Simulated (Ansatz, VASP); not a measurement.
**Two plane-wave programs on Sn2Ge3**

INCAR

```
SYSTEM = Sn2Ge3
PREC = Accurate
ENCUT = 600
EDIFF = 1E-6
ISMEAR = 0
SIGMA = 0.1
LREAL = .False.
LASPH = .True.
NELM = 80
ALGO = Fast
ISIF = 3
LWAVE = .False.
LCHARG = .False.
GGA = PE
IBRION = 2
NSW = 100
EDIFFG = -0.01
```

File KPOINTS:

```
Automatic mesh
0
Gamma
  12 12 6
  0 0 0
```

File POSCAR:

```
Sn2Ge3
1.0
    4.8248496196      0.0000000000      0.0000000000
   -2.4124248098      4.1784423401      0.0000000000
    0.0000000000      0.0000000000      8.6469243604
Sn Ge
2 3
Direct
    0.0000000000      0.0000000000      0.6923369739
    0.0000000000      0.0000000000      0.3076630261
    0.3333333333      0.6666666667      0.0000000000
    0.6666666667      0.3333333333      0.0000000000
    0.0000000000      0.0000000000      0.0000000000
```

Input for Ansatz:

```yaml
crystal:
  lattice:
    - [4.8248496196, 0.0, 0.0]
    - [-2.4124248098, 4.1784423401, 0.0]
    - [0.0, 0.0, 8.6469243604]
  atoms:
    - { symbol: Sn, position: [0.0, 0.0, 0.6923369739] }
    - { symbol: Sn, position: [0.0, 0.0, 0.3076630261] }
    - { symbol: Ge, position: [0.3333333333, 0.6666666667, 0.0] }
    - { symbol: Ge, position: [0.6666666667, 0.3333333333, 0.0] }
    - { symbol: Ge, position: [0.0, 0.0, 0.0] }
basis:
  ecutwfc: 420
kpoints:
  mp_grid: { grid: [12, 12, 6] }
hamiltonian:
  xc: pbe
scf:
  occupations: { method: gaussian, width: 0.1 }
output:
  forces: true
  stress: true
  eigenvalues: true
relax:
  adjacent_minimum: "off"
  f_tol: 0.01
  max_steps: 80
  cell: { stress_tol: 0.05 }
```

Alike in both runs: task relaxation of cell and atoms; functional PBE; k mesh 12 × 12 × 6; occupations gaussian, width 0.1 eV; no spin polarisation.

```csv
,VASP,Ansatz
version,VASP 6.6.1,Ansatz 0.2.0
potentials or method,"VASP PAW PBE potentials, release 64 (Sn_d, Ge_d), cutoff 600 eV","scalar-relativistic, plane waves, PAW"
valence electrons in the cell,70,70
```

|  | VASP | Ansatz | Ansatz less VASP |
| --- | --- | --- | --- |
| gap on the k mesh at the Fermi level, each at its own relaxed structure (eV) | none | none | - |
| relaxed volume (Å³/atom) | 34.62 | 34.61 | -0.016 |
| relaxed length of the cell vector where the two differ most in proportion (Å) | 4.829 | 4.828 | -0.0016 |

A gap of «none» marks a metal or a gap that the smearing closes.
